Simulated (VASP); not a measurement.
Here is a VASP 6.6.1 calculation.

Contents of INCAR:

```
PREC = Accurate
ENCUT = 600
EDIFF = 1E-6
ISMEAR = 0
SIGMA = 0.02
LREAL = False
LASPH = True
NELM = 60
ALGO = Normal
ISIF = 3
LWAVE = False
LCHARG = False
GGA = PE
IBRION = 2
NSW = 100
EDIFFG = -0.005
```

File KPOINTS:

```
regular mesh
0
Gamma
  12 12 12
```

POSCAR

```
BN
1.0
    1.2560727283      0.7251939278      4.1792946084
   -1.2560727283      0.7251939278      4.1792946084
    0.0000000000     -1.4503878557      4.1792946084
B N
1 1
Direct
    0.9995556257      0.9995556257      0.9995556257
    0.3328773743      0.3328773743      0.3328773743
```

Potentials or basis: VASP PAW PBE potentials, release 64 (B, N).

The run is started by

```console
$ cat potpaw_PBE.64/B/POTCAR potpaw_PBE.64/N/POTCAR > POTCAR
$ mpirun -np 1 vasp_std > vasp.out
```

Problem. Predict the relaxed cell.

Solution. a = 4.215 Å, b = 4.215 Å, c = 4.215 Å, α = 34.67°, β = 34.67°, γ = 34.67°.

Problem. Predict the relaxed volume.

Solution. 10.81 Å³/atom.

Problem. Predict the band gap on the k mesh.

Solution. 4.52 eV (least direct gap 4.66 eV).

Problem. What does it give for the space group after relaxing (to 0.1 Å)?

Solution. R3m (No. 160).

Final structure:
```
CELL_PARAMETERS angstrom
1.25596 0.72513 3.95791
-1.25596 0.72513 3.95791
0.00000 -1.45026 3.95791
ATOMIC_POSITIONS crystal
B 0.99957 0.99957 0.99957
N 0.33286 0.33286 0.33286
```

A k mesh can miss the band edges.
